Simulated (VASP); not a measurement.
Mg2GeN3, 6 atoms in the cell. Symmetry: P-3m1, No. 164, trigonal system. Conventional cell: a = 2.943 Å, b = 2.943 Å, c = 7.563 Å, α = 90.00°, β = 90.00°, γ = 120.00°. Mg (site symmetry 3m) has 6 N at 2.12 to 2.21 Å within 2.8 Å. Within 2.7 Å of Ge (site symmetry -3m) lie 6 N at 2.02 Å. N (site symmetry 3m) has 3 Ge at 2.02 Å and 3 Mg at 2.21 Å and 3 N at 2.77 Å within 2.8 Å. N (site symmetry -3m) has 6 Mg at 2.12 Å within 2.8 Å. 

- Program: VASP 6.6.1
- Task: relaxation of shape and atoms at fixed volume
- Functional: PBE
- Potentials or basis: VASP PAW PBE potentials, release 64 (Mg, Ge_d, N)
- Cutoff: 600 eV
- k mesh: 12 × 12 × 4
- Occupations: gaussian, width 0.1 eV
- Spin: no spin polarisation
- Dipole correction: no
- Further INCAR settings: ALGO = Normal; EDIFF = 1e-07; IBRION = 2; EDIFFG = -0.01; NSW = 50; ISIF = 4

Potentials or basis: VASP PAW PBE potentials, release 64 (Mg, Ge_d, N).

Launch:

```sh
$ cat potpaw_PBE.64/Mg/POTCAR potpaw_PBE.64/Ge_d/POTCAR potpaw_PBE.64/N/POTCAR > POTCAR
$ mpirun -np 1 vasp_std > vasp.out
```

Hardware: 1 thread of Intel(R) Xeon(R) 6975P-C (Granite Rapids), on a shared host.

Question: How long does it take, and how much memory?

Answer: It took 76 s on 1 thread of Intel(R) Xeon(R) 6975P-C (Granite Rapids), on a shared host, peak memory 0.26 GiB. Counts: scf iterations 32, k points 69, ion steps 3.
